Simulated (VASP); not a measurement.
Input of a VASP 6.6.1 run:

Contents of INCAR:

```
ALGO = Normal
DIPOL = 0.5 0.5 0.334
EDIFF = 1E-6
ENCUT = 520
GGA = PE
IDIPOL = 3
ISIF = 2
ISMEAR = 0
ISPIN = 2
LASPH = True
LCHARG = False
LDIPOL = True
LORBIT = 11
LREAL = False
LWAVE = False
MAGMOM = 0 0 0 0 0 0 2
NBANDS = 27
NELM = 150
PREC = Accurate
SIGMA = 0.05
```

KPOINTS

```
k-points
0
Gamma
  9 9 1
```

File POSCAR:

```
Mg3CO3
1.0
    3.0085896345      0.0000000000      0.0000000000
   -1.5042948172      2.6055150530      0.0000000000
    0.0000000000      0.0000000000     23.0789991983
O Mg C
3 3 1
Direct
    0.3333333333      0.6666666667      0.1733177408
    0.0000000000      0.0000000000      0.2797566348
    0.6666666667      0.3333333333      0.3878522578
    0.6666666667      0.3333333333      0.2265371878
    0.3333333333      0.6666666667      0.3281901435
    0.0000000000      0.0000000000      0.4367173425
    0.7777777778     -0.7777777778      0.5060444388
```

Potentials or basis: VASP PAW PBE potentials, release 64 (O, Mg, C).

Command:

```sh
$ cat potpaw_PBE.64/O/POTCAR potpaw_PBE.64/Mg/POTCAR potpaw_PBE.64/C/POTCAR > POTCAR
$ mpirun -np 1 vasp_std > vasp.out
```

(1) Predict the largest force.

(2) Estimate the site moments.

(3) Predict the net moment.

Answers

(1) 2.548 eV/Å.

(2) O +0.10, +0.01, +0.06; Mg +0.00, +0.04 (each value once); C +0.53 μB.

(3) 1.29 μB per cell.

Caveat: a moment this small can come from the mesh or the smearing.
